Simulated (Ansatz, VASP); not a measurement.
Al: VASP beside Ansatz

```xyz
1
Lattice="0.0000 2.0250 2.0250 2.0250 0.0000 2.0250 2.0250 2.0250 0.0000" Properties=species:S:1:pos:R:3 pbc="T T T"
Al    0.0000    0.0000    0.0000
```

Alike in both runs: task relaxation of cell and atoms; functional LDA; k mesh 34 × 34 × 34; occupations gaussian, width 0.1 eV; no spin polarisation.

|  | VASP | Ansatz |
| --- | --- | --- |
| version | VASP 6.6.1 | Ansatz 0.2.0 |
| potentials or method | VASP PAW LDA potentials, release 64 (Al) | scalar-relativistic, plane waves, PAW |
| plane-wave cutoff (eV) | 600 | 420 |
| valence electrons in the cell | 3 | 3 |

Ansatz gave:

| Item | Value |
| --- | --- |
| gap on the k mesh at the Fermi level, each at its own relaxed structure (eV) | none |
| relaxed volume (Å³/atom) | 15.79 |
| relaxed cell length with the largest relative difference (Å) | 2.816 |

Q: Estimate VASP's values.

A: gap on the k mesh at the Fermi level, each at its own relaxed structure (eV): none; relaxed volume (Å³/atom): 15.81; relaxed cell length with the largest relative difference (Å): 2.817.

Ansatz warns that its potentials were made for another functional, while VASP's fit it. LDA's correlation is that of Perdew and Zunger in VASP and of Perdew and Wang (1992) in Ansatz. A gap of «none» marks a metal or a gap that the smearing closes.
